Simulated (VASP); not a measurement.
# Ge (P-1) in VASP: single point with PBE

Aim: the single point of Ge with PBE.

All numbers are computed with VASP 6.6.1; they aren't measurements. Logs are shortened: lines on timing, memory, paths and dates and some standing lists are left out, and cuts for length are marked.

### 1 The cell of the first run

The typed cell holds 2 atoms: a = 3.947 Å, b = 3.829 Å, c = 4.003 Å, α = 99.40°, β = 98.92°, γ = 135.37°.

### 2 Single point, PBE

INCAR reads:

```
PREC     = Accurate       # precision mode
ENCUT    = 500            # plane-wave cutoff, eV
EDIFF    = 1E-6           # SCF threshold, eV
ISMEAR   = 0              # smearing method
SIGMA    = 0.1            # smearing width, eV
LREAL    = False          # projectors in reciprocal space
LASPH    = True           # aspherical terms in the spheres
NELM     = 120            # most SCF steps
ALGO     = Normal         # electronic algorithm
ISIF     = 2              # what is computed and relaxed
LWAVE    = False          # write WAVECAR
LCHARG   = False          # write CHGCAR
GGA      = PE             # functional
NBANDS   = 21             # bands
GGA_COMPAT= False
```

KPOINTS reads:

```
regular mesh
0
Gamma
  2 2 2
```

POSCAR reads:

```
Ge
1.0
   -2.5678089937      2.5628812808      1.5546113712
    2.4651845979     -2.5748466081      1.3984319291
    2.5990202682      2.6042333239     -1.5766848669
Ge
2
Direct
    0.1859430000      0.9359430000      0.2500000000
    0.8140570000      0.0640570000      0.7500000000
```

Potentials or basis: VASP PAW PBE potentials, release 64 (Ge_d).

Started as:

```sh
cat potpaw_PBE.64/Ge_d/POTCAR > POTCAR
mpirun -np 1 vasp_std > vasp.out
```

OUTCAR:

```text
PREC = Accurate
   ENCUT = 500
   EDIFF = 1E-6
   ISMEAR = 0
   LREAL = False
   LASPH = True
   NELM = 120
   ISIF = 2
   GGA = PE

 ion  position               nearest neighbor table
   1  0.186  0.936  0.250-   2 2.61   2 2.61   2 2.69   2 2.83
   2  0.814  0.064  0.750-   1 2.61   1 2.61   1 2.69   1 2.83

  LATTYP: Found a triclinic cell.
 ALAT       =     3.8291751092
 B/A-ratio  =     1.3494436444
 C/A-ratio  =     0.7716675549
 COS(alpha) =     0.0085282459
 COS(beta)  =     0.3453447260
 COS(gamma) =     0.6700815919

  Lattice vectors:

 A1 = (  -2.4651845979,   2.5748466081,  -1.3984319291)
 A2 = (   0.0312112745,   5.1671146047,  -0.0220734957)
 A3 = (   0.1026243958,   0.0119653273,  -2.9530433003)

Analysis of symmetry for initial positions (statically):
=====================================================================
 Subroutine PRICEL returns:
 Original cell was already a primitive cell.

 Routine SETGRP: Setting up the symmetry group for a
 triclinic supercell.

 Subroutine GETGRP returns: Found  2 space group operations
 (whereof  2 operations were pure point group operations)
 out of a pool of  2 trial point group operations.

The static configuration has the point symmetry S_2 .

Analysis of symmetry for dynamics (positions and initial velocities):
=====================================================================
 Subroutine PRICEL returns:
 Original cell was already a primitive cell.

 Routine SETGRP: Setting up the symmetry group for a
 triclinic supercell.

 Subroutine GETGRP returns: Found  2 space group operations
 (whereof  2 operations were pure point group operations)
 out of a pool of  2 trial point group operations.

The dynamic configuration has the point symmetry S_2 .

 Subroutine INISYM returns: Found  2 space group operations
 (whereof  2 operations are pure point group operations),
 and found     1 'primitive' translations

----------------------------------------------------------------------------------------

                                     Primitive cell

  volume of cell :      38.5874

  direct lattice vectors                    reciprocal lattice vectors
    -2.567808994  2.562881281  1.554611371     0.010829405  0.194917792  0.339799832
     2.465184598 -2.574846608  1.398431929     0.209639038  0.000211445  0.345919956
     2.599020268  2.604233324 -1.576684867     0.196615980  0.192376495  0.007612297

  length of vectors
     3.947001394  3.829175109  4.002858070     0.391885375  0.404486325  0.275180861

  position of ions in fractional coordinates (direct lattice)
     0.185943000  0.935943000  0.250000000
     0.814057000  0.064057000  0.750000000

  ion indices of the primitive-cell ions
   primitive index   ion index
                 1           1
                 2           2

----------------------------------------------------------------------------------------

 KPOINTS: regular mesh

Automatic generation of k-mesh.
 Grid dimensions read from file:
 generate k-points for:    2    2    2

 Generating k-lattice:

  Cartesian coordinates                     Fractional coordinates (reciprocal lattice)
     0.005414702  0.097458896  0.169899916     0.500000000  0.000000000 -0.000000000
     0.104819519  0.000105723  0.172959978     0.000000000  0.500000000  0.000000000
     0.098307990  0.096188247  0.003806149    -0.000000000  0.000000000  0.500000000

  Length of vectors
     0.195942688  0.202243162  0.137590430

  Shift w.r.t. Gamma in fractional coordinates (k-lattice)
     0.000000000  0.000000000  0.000000000

 Subroutine IBZKPT returns following result:
 ===========================================

 Found      8 irreducible k-points:

 Following reciprocal coordinates:
            Coordinates               Weight
  0.000000  0.000000  0.000000      1.000000
  0.500000  0.000000 -0.000000      1.000000
  0.000000  0.500000  0.000000      1.000000
  0.500000  0.500000  0.000000      1.000000
  0.000000 -0.000000  0.500000      1.000000
  0.500000  0.000000  0.500000      1.000000
  0.000000  0.500000  0.500000      1.000000
  0.500000  0.500000  0.500000      1.000000
   k-points           NKPTS =      8   k-points in BZ     NKDIM =      8   number of bands    NBANDS=     21
   number of dos      NEDOS =    301   number of ions     NIONS =      2
   total plane-waves  NPLWV =  25200
   dimension x,y,z NGX =    30 NGY =   28 NGZ =   30
   dimension x,y,z NGXF=    60 NGYF=   56 NGZF=   60
   ions per type =               2
   NGX,Y,Z   is equivalent  to a cutoff of  12.64, 12.16, 12.46 a.u.
   NGXF,Y,Z  is equivalent  to a cutoff of  25.27, 24.31, 24.92 a.u.
 SYSTEM =  unknown system
   PREC   = accura    normal or accurate (medium, high low for compatibility)
   ISTART =      0    job   : 0-new  1-cont  2-samecut
   ICHARG =      2    charge: 1-file 2-atom 10-const
   ISPIN  =      1    spin polarized calculation?
   LNONCOLLINEAR =      F non collinear calculations
   LSORBIT =      F    spin-orbit coupling
   LASPH  =      T    aspherical Exc in radial PAW
   ENCUT  =  500.0 eV  36.75 Ry    6.06 a.u.   7.20  6.98  7.30*2*pi/ulx,y,z
   NELM   =    120;   NELMIN=  2; NELMDL= -5     # of ELM steps
   EDIFF  = 0.1E-05   stopping-criterion for ELM
   LREAL  =      F    real-space projection
   EDIFFG = 0.1E-04   stopping-criterion for IOM
   NSW    =      0    number of steps for IOM
   IBRION =     -1    ionic relax: 0-MD 1-quasi-New 2-CG
   NFREE  =      0    steps in history (QN), initial steepest desc. (CG)
   ISIF   =      2    stress and relaxation
   ISYM   =      2    0-nonsym 1-usesym 2-fastsym
   POTIM  = 0.5000    time-step for ionic-motion
   TEBEG  =    0.0;   TEEND  =   0.0 temperature during run
   PSTRESS=    0.0 pullay stress
   NELECT =      28.0000    total number of electrons
   NUPDOWN=      -1.0000    fix difference up-down
   EMIN   =  10.00;   EMAX   =-10.00  energy-range for DOS
   EFERMI =   0.00;   METHOD = LEGACY
   ISMEAR =     0;   SIGMA  =   0.10  broadening in eV -4-tet -1-fermi 0-gaus
   EFERMI_NEDOS =   21; number of points for ismear=-14 and -15
   IALGO  =     38    algorithm
   IMIX   =      4    mixing-type and parameters
     AMIX     =   0.40;   BMIX     =  1.00
     AMIX_MAG =   1.60;   BMIX_MAG =  1.00
  volume/ion in A,a.u.               =      19.29       130.20
  Fermi-wavevector in a.u.,A,eV,Ry     =   1.471112  2.779998 29.445315  2.164170
  Thomas-Fermi vector in A             =   2.586287
   LORBIT       =      0    0 simple, 1 ext, 2 COOP (PROOUT), +10 PAW based schemes
   GGA     = PE    functional components
   LHFCALC =     F    Hartree Fock is set to
   AEXX    =    0.0000 exact exchange contribution
   IVDW    =     0    specifies the selected vdW correction
   LEPSILON=     F    determine dielectric tensor
   LRPA    =     F    only Hartree local field effects (RPA)
 non-spin polarized calculation
 Gauss-broadening in eV      SIGMA  =   0.10
  energy-cutoff  :      500.00
  volume of cell :       38.59
 maximum number of plane-waves:      1000
 NGX is ok and might be reduce to    30
   NGX = 15   NGY = 13   NGZ = 15

 number of electron      28.0000010 magnetization

 Free energy of the ion-electron system (eV)
  ---------------------------------------------------
  ext. energy  EPLUGINS =         0.00000000
  ---------------------------------------------------
  free energy    TOTEN  =        -8.92968978 eV

  energy without entropy =       -8.92968978  energy(sigma->0) =       -8.92968978

 E-fermi :   6.3063     XC(G=0): -11.0687

 val. band max:        5.8550735425   @ k =   0.5000   0.0000  -0.0000
 cond. band min:       7.2332428427   @ k =   0.5000   0.5000   0.0000
 fundamental gap:      1.3781693002
 Fermi energy:         6.3062859232

 k-point     1 :       0.0000    0.0000    0.0000
  band No.  band energies     occupation
      1     -18.2997      2.00000
      2     -18.2114      2.00000
      3     -18.1175      2.00000
      4     -18.0925      2.00000
      5     -18.0868      2.00000
      6     -18.0774      2.00000
[... 13 lines left out ...]
     20      17.5056      0.00000
     21      18.6515      0.00000

 k-point     2 :       0.5000    0.0000   -0.0000
  band No.  band energies     occupation
      1     -18.1803      2.00000
      2     -18.1396      2.00000
      3     -18.1341      2.00000
      4     -18.0948      2.00000
      5     -18.0849      2.00000
      6     -18.0806      2.00000
[... 13 lines left out ...]
     20      17.6709      0.00000
     21      19.0993      0.00000

 k-point     3 :       0.0000    0.5000    0.0000
  band No.  band energies     occupation
      1     -18.2531      2.00000
      2     -18.1697      2.00000
      3     -18.1474      2.00000
      4     -18.1109      2.00000
      5     -18.1075      2.00000
      6     -18.0723      2.00000
[... 13 lines left out ...]
     20      18.7077      0.00000
     21      19.7014      0.00000

 k-point     4 :       0.5000    0.5000    0.0000
  band No.  band energies     occupation
      1     -18.1627      2.00000
      2     -18.1508      2.00000
      3     -18.1302      2.00000
      4     -18.1238      2.00000
      5     -18.1121      2.00000
      6     -18.1105      2.00000
[... 13 lines left out ...]
     20      17.1113      0.00000
     21      20.2662      0.00000

 k-point     5 :       0.0000   -0.0000    0.5000
  band No.  band energies     occupation
      1     -18.1610      2.00000
      2     -18.1538      2.00000
      3     -18.1289      2.00000
      4     -18.1244      2.00000
      5     -18.1131      2.00000
      6     -18.1098      2.00000
[... 13 lines left out ...]
     20      17.0603      0.00000
     21      19.7997      0.00000

 k-point     6 :       0.5000    0.0000    0.5000
  band No.  band energies     occupation
      1     -18.2729      2.00000
      2     -18.1833      2.00000
      3     -18.1315      2.00000
      4     -18.1199      2.00000
      5     -18.1118      2.00000
      6     -18.0639      2.00000
[... 13 lines left out ...]
     20      17.6497      0.00000
     21      17.9375      0.00000

 k-point     7 :       0.0000    0.5000    0.5000
  band No.  band energies     occupation
      1     -18.1818      2.00000
      2     -18.1420      2.00000
      3     -18.1324      2.00000
      4     -18.0938      2.00000
      5     -18.0851      2.00000
      6     -18.0806      2.00000
[... 13 lines left out ...]
     20      17.2734      0.00000
     21      19.1374      0.00000

 k-point     8 :       0.5000    0.5000    0.5000
  band No.  band energies     occupation
      1     -18.2328      2.00000
      2     -18.1303      2.00000
      3     -18.1267      2.00000
      4     -18.1016      2.00000
      5     -18.0897      2.00000
      6     -18.0744      2.00000
[... 13 lines left out ...]
     20      22.0131      0.00000
     21      22.0228      0.00000

------------------------ aborting loop because EDIFF is reached ----------------------------------------

  FORCE on cell =-STRESS in cart. coord.  units (eV):
  Direction    XX          YY          ZZ          XY          YZ          ZX
  --------------------------------------------------------------------------------------
  -------------------------------------------------------------------------------------
  Total        1.8243831      2.3702345     -1.1797042     -0.1096137      0.1478598      1.0269467
  in kB       75.7497176     98.4138691    -48.9821818     -4.5512424      6.1392466     42.6395762
  external PRESSURE =      41.7271349 kB  Pullay stress =       0.0000000 kB

 VOLUME and BASIS-vectors are now :
 -----------------------------------------------------------------------------
  energy-cutoff  :      500.00
  volume of cell :       38.59
      direct lattice vectors                 reciprocal lattice vectors
    -2.567808994  2.562881281  1.554611371     0.010829405  0.194917792  0.339799832
     2.465184598 -2.574846608  1.398431929     0.209639038  0.000211445  0.345919956
     2.599020268  2.604233324 -1.576684867     0.196615980  0.192376495  0.007612297

 POSITION                                       TOTAL-FORCE (eV/Angst)
 -----------------------------------------------------------------------------------
      2.47956     -1.28230      1.20375        -0.237204     -0.019571     -0.760056
      0.01683      3.87457      0.17261         0.237204      0.019571      0.760056
 -----------------------------------------------------------------------------------
    total drift:                                0.000000      0.000000     -0.000000

  FREE ENERGIE OF THE ION-ELECTRON SYSTEM (eV)
  ---------------------------------------------------
  free  energy   TOTEN  =        -8.9296897768 eV

  energy  without entropy=       -8.9296897768  energy(sigma->0) =       -8.92968978
```

Run time: 5.8 s. Hardware: 1 thread of Intel Xeon Platinum 8488C (Sapphire Rapids), shared host; peak memory 0.16 GiB.

What came out:

```
Free energy            : -8.9297 eV
Pressure               : 4.2 GPa
Largest force          : 0.796 eV/Å
Band gap on the k mesh : zero (band 14 reaches 7.42 eV, above the bottom of band 15 at 4.63 eV)
```

Forces on the atoms (eV/Å):
```
Ge  -0.237 -0.020 -0.760
Ge   0.237  0.020  0.760
```

Levels at points of the mesh, in eV from the Fermi level:
| k point | band 11 | band 12 | band 13 | band 14 | band 15 | band 16 | band 17 | band 18 |
| --- | --- | --- | --- | --- | --- | --- | --- | --- |
| (0.00, 0.00, 0.00) | -12.87 | -3.30 | -2.06 | -1.75 | 3.66 | 6.80 | 6.96 | 7.92 |
| (0.50, 0.00, 0.00) | -8.02 | -7.04 | -1.92 | -1.73 | -0.45 | 1.59 | 3.56 | 4.62 |
| (0.00, 0.50, 0.00) | -7.98 | -5.64 | -3.56 | -2.40 | -1.68 | 2.81 | 3.13 | 6.25 |
| (0.50, 0.50, 0.00) | -10.09 | -10.03 | 0.93 | 0.98 | 2.38 | 2.44 | 5.75 | 6.70 |
| (0.00, 0.00, 0.50) | -10.14 | -10.10 | 1.07 | 1.11 | 2.59 | 2.64 | 5.91 | 6.70 |
| (0.50, 0.00, 0.50) | -8.86 | -5.76 | -2.69 | -1.72 | -1.51 | 3.53 | 4.70 | 6.10 |
| (0.00, 0.50, 0.50) | -8.08 | -7.06 | -1.82 | -1.60 | -0.47 | 1.61 | 3.72 | 4.69 |
| (0.50, 0.50, 0.50) | -8.37 | -8.26 | -5.68 | -5.41 | 3.89 | 6.37 | 10.82 | 11.63 |

Caveat: the k points lie up to 1.27 Å⁻¹ apart.
